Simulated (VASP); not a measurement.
# PbO2 (I4_1/amd) in VASP: single point with PBE

Aim: the single point of PbO2 with PBE.

Everything below comes from runs of VASP 6.6.1. Logs are shortened: lines on timing, memory, paths and dates and some standing lists are left out, and cuts for length are marked.

### Step 1. The cell of the first run

Symmetry: I4_1/amd, No. 141, tetragonal system. Conventional cell: a = 4.297 Å, b = 4.297 Å, c = 10.923 Å, α = 90.00°, β = 90.00°, γ = 90.00°. Within 2.9 Å of Pb (site symmetry -4m2) lie 6 O at 2.19 to 2.21 Å. Within 2.9 Å of O (site symmetry 2mm) lie 3 Pb at 2.19 to 2.21 Å and 2 O at 2.71 Å.

### Step 2. Single point, PBE

POSCAR reads:

```
PbO2
1.0
   -2.1485114579      2.1485114579      5.4617016370
    2.1485114579     -2.1485114579      5.4617016370
    2.1485114579      2.1485114579     -5.4617016370
Pb O
2 4
Direct
    0.0000000000      0.0000000000      0.0000000000
    0.7500000000      0.2500000000      0.5000000000
    0.7990608909      0.7990608909      0.0000000000
    0.9509391091      0.4509391091      0.5000000000
    0.5490608909      0.0490608909      0.5000000000
    0.2009391091      0.2009391091      0.0000000000
```

INCAR.step1 reads:

```
  ALGO = Normal
  EDIFF = 1E-6
  ENCUT = 520
  GGA = PE
  ISIF = 2
  ISMEAR = 0
  LASPH = T
  LCHARG = T
  LREAL = F
  LWAVE = F
  NBANDS = 35
  NELM = 80
  PREC = Accurate
  SIGMA = 0.1
```

KPOINTS.step1 reads:

```
k-points
0
Gamma
  12 12 12
```

INCAR.step2 reads:

```
  ALGO = Normal
  EDIFF = 1E-6
  ENCUT = 520
  GGA = PE
  ICHARG = 11
  ISIF = 2
  ISMEAR = -5
  LASPH = T
  LCHARG = F
  LORBIT = 11
  LREAL = F
  LWAVE = F
  NBANDS = 35
  NEDOS = 2001
  NELM = 80
  PREC = Accurate
  SIGMA = 0.1
```

KPOINTS.step2 reads:

```
k-points
0
Gamma
  18 18 18
```

Potentials or basis: VASP PAW PBE potentials, release 64 (Pb_d, O).

Started as:

```sh
$ cat potpaw_PBE.64/Pb_d/POTCAR potpaw_PBE.64/O/POTCAR > POTCAR
$ cp INCAR.step1 INCAR
$ cp KPOINTS.step1 KPOINTS
$ mpirun -np 1 vasp_std > vasp.out
$ cp INCAR.step2 INCAR
$ cp KPOINTS.step2 KPOINTS
$ mpirun -np 1 vasp_std > vasp.out
```

OUTCAR:

```text
EDIFF = 1E-6
   ENCUT = 520
   GGA = PE
   ICHARG = 11
   ISIF = 2
   ISMEAR = -5
   LASPH = T
   LORBIT = 11
   LREAL = F
   NELM = 80
   PREC = Accurate

 ion  position               nearest neighbor table
   1  0.000  0.000  0.000-   3 2.19   6 2.19   4 2.21   5 2.21   5 2.21   4 2.21   2 3.47   2 3.47
                             2 3.47   2 3.47
   2  0.750  0.250  0.500-   4 2.19   5 2.19   3 2.21   6 2.21   3 2.21   6 2.21   1 3.47   1 3.47
                             1 3.47   1 3.47
   3  0.799  0.799  0.000-   1 2.19   2 2.21   2 2.21
   4  0.951  0.451  0.500-   2 2.19   1 2.21   1 2.21
   5  0.549  0.049  0.500-   2 2.19   1 2.21   1 2.21
   6  0.201  0.201  0.000-   1 2.19   2 2.21   2 2.21

  LATTYP: Found a body centered tetragonal cell.
 ALAT       =     4.2970229158
 C/A-ratio  =     2.5420863440

  Lattice vectors:

 A1 = (  -2.1485114579,   2.1485114579,   5.4617016370)
 A2 = (   2.1485114579,  -2.1485114579,   5.4617016370)
 A3 = (   2.1485114579,   2.1485114579,  -5.4617016370)

Analysis of symmetry for initial positions (statically):
=====================================================================
 Subroutine PRICEL returns:
 Original cell was already a primitive cell.

 Routine SETGRP: Setting up the symmetry group for a
 body centered tetragonal supercell.

 Subroutine GETGRP returns: Found 16 space group operations
 (whereof  8 operations were pure point group operations)
 out of a pool of 16 trial point group operations.

The static configuration has the point symmetry D_2d.
 The point group associated with its full space group is D_4h.

Analysis of symmetry for dynamics (positions and initial velocities):
=====================================================================
 Subroutine PRICEL returns:
 Original cell was already a primitive cell.

 Routine SETGRP: Setting up the symmetry group for a
 body centered tetragonal supercell.

 Subroutine GETGRP returns: Found 16 space group operations
 (whereof  8 operations were pure point group operations)
 out of a pool of 16 trial point group operations.

The dynamic configuration has the point symmetry D_2d.
 The point group associated with its full space group is D_4h.

 Subroutine INISYM returns: Found 16 space group operations
 (whereof  8 operations are pure point group operations),
 and found     1 'primitive' translations

----------------------------------------------------------------------------------------

                                     Primitive cell

  volume of cell :     100.8471

  direct lattice vectors                    reciprocal lattice vectors
    -2.148511458  2.148511458  5.461701637     0.000000000  0.232719262  0.091546561
     2.148511458 -2.148511458  5.461701637     0.232719262  0.000000000  0.091546561
     2.148511458  2.148511458 -5.461701637     0.232719262  0.232719262  0.000000000

  length of vectors
     6.249991019  6.249991019  6.249991019     0.250078043  0.250078043  0.329114736

  position of ions in fractional coordinates (direct lattice)
     0.000000000  0.000000000  0.000000000
     0.750000000  0.250000000  0.500000000
     0.799060891  0.799060891  0.000000000
     0.950939109  0.450939109  0.500000000
     0.549060891  0.049060891  0.500000000
     0.200939109  0.200939109  0.000000000

  ion indices of the primitive-cell ions
   primitive index   ion index
                 1           1
                 2           2
                 3           3
                 4           4
                 5           5
                 6           6

----------------------------------------------------------------------------------------

 KPOINTS: k-points

Automatic generation of k-mesh.
 Grid dimensions read from file:
 generate k-points for:   18   18   18

 Generating k-lattice:

  Cartesian coordinates                     Fractional coordinates (reciprocal lattice)
     0.000000000  0.012928848  0.005085920     0.055555556  0.000000000 -0.000000000
     0.012928848  0.000000000  0.005085920     0.000000000  0.055555556 -0.000000000
     0.012928848  0.012928848  0.000000000     0.000000000  0.000000000  0.055555556

  Length of vectors
     0.013893225  0.013893225  0.018284152

  Shift w.r.t. Gamma in fractional coordinates (k-lattice)
     0.000000000  0.000000000  0.000000000

 TETIRR: Found   7414 inequivalent tetrahedra from    34992

 Subroutine IBZKPT returns following result:
 ===========================================

 Found    480 irreducible k-points:

 Following reciprocal coordinates:
            Coordinates               Weight
  0.000000  0.000000  0.000000      1.000000
  0.055556 -0.000000  0.000000      8.000000
  0.111111 -0.000000  0.000000      8.000000
  0.166667 -0.000000  0.000000      8.000000
  0.222222 -0.000000  0.000000      8.000000
  0.277778 -0.000000  0.000000      8.000000
[... 16 lines left out ...]
 -0.277778  0.055556 -0.000000     16.000000
 -0.222222  0.055556 -0.000000     16.000000
 [... further k-points ...]
   k-points           NKPTS =    480   k-points in BZ     NKDIM =    480   number of bands    NBANDS=     35
   number of dos      NEDOS =   2001   number of ions     NIONS =      6
   total plane-waves  NPLWV = 110592
   dimension x,y,z NGX =    48 NGY =   48 NGZ =   48
   dimension x,y,z NGXF=    96 NGYF=   96 NGZF=   96
   ions per type =               2   4
   NGX,Y,Z   is equivalent  to a cutoff of  12.77, 12.77, 12.77 a.u.
   NGXF,Y,Z  is equivalent  to a cutoff of  25.54, 25.54, 25.54 a.u.
 SYSTEM =  unknown system
   PREC   = accura    normal or accurate (medium, high low for compatibility)
   ISTART =      0    job   : 0-new  1-cont  2-samecut
   ICHARG =     11    charge: 1-file 2-atom 10-const
   ISPIN  =      1    spin polarized calculation?
   LNONCOLLINEAR =      F non collinear calculations
   LSORBIT =      F    spin-orbit coupling
   LASPH  =      T    aspherical Exc in radial PAW
   ENCUT  =  520.0 eV  38.22 Ry    6.18 a.u.  11.62 11.62 11.62*2*pi/ulx,y,z
   NELM   =     80;   NELMIN=  2; NELMDL=  0     # of ELM steps
   EDIFF  = 0.1E-05   stopping-criterion for ELM
   LREAL  =      F    real-space projection
   EDIFFG = 0.1E-04   stopping-criterion for IOM
   NSW    =      0    number of steps for IOM
   IBRION =     -1    ionic relax: 0-MD 1-quasi-New 2-CG
   NFREE  =      0    steps in history (QN), initial steepest desc. (CG)
   ISIF   =      2    stress and relaxation
   ISYM   =      2    0-nonsym 1-usesym 2-fastsym
   POTIM  = 0.5000    time-step for ionic-motion
   TEBEG  =    0.0;   TEEND  =   0.0 temperature during run
   PSTRESS=    0.0 pullay stress
   NELECT =      52.0000    total number of electrons
   NUPDOWN=      -1.0000    fix difference up-down
   EMIN   =  10.00;   EMAX   =-10.00  energy-range for DOS
   EFERMI =   0.00;   METHOD = LEGACY
   ISMEAR =    -5;   SIGMA  =   0.10  broadening in eV -4-tet -1-fermi 0-gaus
   EFERMI_NEDOS =   21; number of points for ismear=-14 and -15
   IALGO  =     38    algorithm
   IMIX   =      4    mixing-type and parameters
     AMIX     =   0.40;   BMIX     =  1.00
     AMIX_MAG =   1.60;   BMIX_MAG =  1.00
  volume/ion in A,a.u.               =      16.81       113.42
  Fermi-wavevector in a.u.,A,eV,Ry     =   1.312769  2.480773 23.447755  1.723361
  Thomas-Fermi vector in A             =   2.443138
   LORBIT       =     11    0 simple, 1 ext, 2 COOP (PROOUT), +10 PAW based schemes
   GGA     = PE    functional components
   LHFCALC =     F    Hartree Fock is set to
   AEXX    =    0.0000 exact exchange contribution
   IVDW    =     0    specifies the selected vdW correction
   LEPSILON=     F    determine dielectric tensor
   LRPA    =     F    only Hartree local field effects (RPA)
 non-spin polarized calculation
 Fermi weights with tetrahedron method with Bloechl corrections
  energy-cutoff  :      520.00
  volume of cell :      100.85
 maximum number of plane-waves:      2744

 number of electron      52.0000003 magnetization

 Free energy of the ion-electron system (eV)
  ---------------------------------------------------
  ext. energy  EPLUGINS =         0.00000000
  ---------------------------------------------------
  free energy    TOTEN  =       -31.57866697 eV

  energy without entropy =      -31.57866697  energy(sigma->0) =      -31.57866697

 E-fermi :   2.2143     XC(G=0):  -9.4819

 val. band max:        2.2156118890   @ k =   0.3889   0.2778   0.1667
 cond. band min:       2.1996021405   @ k =  -0.0556   0.0556   0.0000
 fundamental gap:     -0.0160097485
 Fermi energy:         2.2142934360

 k-point     1 :       0.0000    0.0000    0.0000
  band No.  band energies     occupation
      1     -15.4453      2.00000
      2     -15.2426      2.00000
      3     -15.2247      2.00000
      4     -14.8589      2.00000
      5     -12.8689      2.00000
      6     -12.8367      2.00000
[... 27 lines left out ...]
     34      13.0127      0.00000
     35      13.0146      0.00000

 k-point     2 :       0.0556   -0.0000    0.0000
  band No.  band energies     occupation
      1     -15.4385      2.00000
      2     -15.2494      2.00000
      3     -15.2044      2.00000
      4     -14.8510      2.00000
      5     -12.8671      2.00000
      6     -12.8377      2.00000
[... 27 lines left out ...]
     34      12.9106      0.00000
     35      12.9823      0.00000
[... 796 lines left out ...]
     34      12.4517      0.00000
     35      12.8210      0.00000

 k-point    24 :      -0.2222    0.0556   -0.0000
  band No.  band energies     occupation
      1     -15.3761      2.00000
      2     -15.1998      2.00000
      3     -15.0406      2.00000
      4     -14.7284      2.00000
      5     -12.8565      2.00000
      6     -12.8368      2.00000
[... 27 lines left out ...]
     34      12.5361      0.00000
     35      12.6199      0.00000

 [... further k-points ...]

------------------------ aborting loop because EDIFF is reached ----------------------------------------

  FORCE on cell =-STRESS in cart. coord.  units (eV):
  Direction    XX          YY          ZZ          XY          YZ          ZX
  --------------------------------------------------------------------------------------
  -------------------------------------------------------------------------------------
  Total        0.0448988      0.0448988      0.1412932      0.0000000      0.0000000      0.0000000
  in kB        0.7133158      0.7133158      2.2447524      0.0000000      0.0000000      0.0000000
  external PRESSURE =       1.2237946 kB  Pullay stress =       0.0000000 kB

 VOLUME and BASIS-vectors are now :
 -----------------------------------------------------------------------------
  energy-cutoff  :      520.00
  volume of cell :      100.85
      direct lattice vectors                 reciprocal lattice vectors
    -2.148511458  2.148511458  5.461701637     0.000000000  0.232719262  0.091546561
     2.148511458 -2.148511458  5.461701637     0.232719262  0.000000000  0.091546561
     2.148511458  2.148511458 -5.461701637     0.232719262  0.232719262  0.000000000

 POSITION                                       TOTAL-FORCE (eV/Angst)
 -----------------------------------------------------------------------------------
      0.00000      0.00000      0.00000         0.000000      0.000000     -0.000000
     -0.00000      2.14851      2.73085         0.000000      0.000000     -0.000000
      0.00000      0.00000      8.72846        -0.000000     -0.000000     -0.012658
      0.00000      2.14851      4.92579        -0.000000     -0.000000      0.012658
      0.00000      2.14851      0.53591        -0.000000     -0.000000     -0.012658
      0.00000      0.00000      2.19494         0.000000      0.000000      0.012658
 -----------------------------------------------------------------------------------
    total drift:                               -0.000000     -0.000000      0.000000

  FREE ENERGIE OF THE ION-ELECTRON SYSTEM (eV)
  ---------------------------------------------------
  free  energy   TOTEN  =       -31.5786669658 eV

  energy  without entropy=      -31.5786669658  energy(sigma->0) =      -31.57866697

 total charge

# of ion       s       p       d       tot
------------------------------------------
    1        1.055   0.740  10.005  11.800
    2        1.055   0.740  10.005  11.800
    3        1.581   3.362   0.000   4.943
    4        1.581   3.362   0.000   4.943
    5        1.581   3.362   0.000   4.943
    6        1.581   3.362   0.000   4.943
--------------------------------------------------
tot          8.433  14.930  20.010  43.373
```

Run time: 66 min. Hardware: 1 thread of Intel Xeon 8259CL, shared host; peak memory 1.3 GiB.

What came out:

```yaml
Valence_electrons_inside_the_program's_atomic_spheres: Pb 11.80; O 4.94
```

Levels at points of the mesh, in eV from the Fermi level:
| k point | band 22 | band 23 | band 24 | band 25 | band 26 | band 27 | band 28 | band 29 | band 30 | band 31 |
| --- | --- | --- | --- | --- | --- | --- | --- | --- | --- | --- |
| (0.00, 0.00, 0.00) | -1.03 | -0.50 | -0.50 | -0.27 | -0.27 | -0.19 | 3.14 | 8.41 | 8.85 | 9.18 |
| (0.50, 0.00, 0.00) | -0.75 | -0.47 | -0.45 | -0.34 | -0.18 | 2.51 | 3.61 | 6.99 | 7.53 | 9.30 |
| (0.50, 0.50, 0.00) | -0.64 | -0.48 | -0.48 | -0.04 | -0.04 | 4.34 | 4.34 | 6.84 | 6.84 | 7.54 |
| (0.50, 0.50, 0.50) | -2.17 | -0.68 | -0.68 | -0.21 | -0.21 | 1.99 | 1.99 | 7.18 | 7.18 | 10.60 |

Caveat: spin-orbit coupling is left out, which moves the levels of the heavy elements.
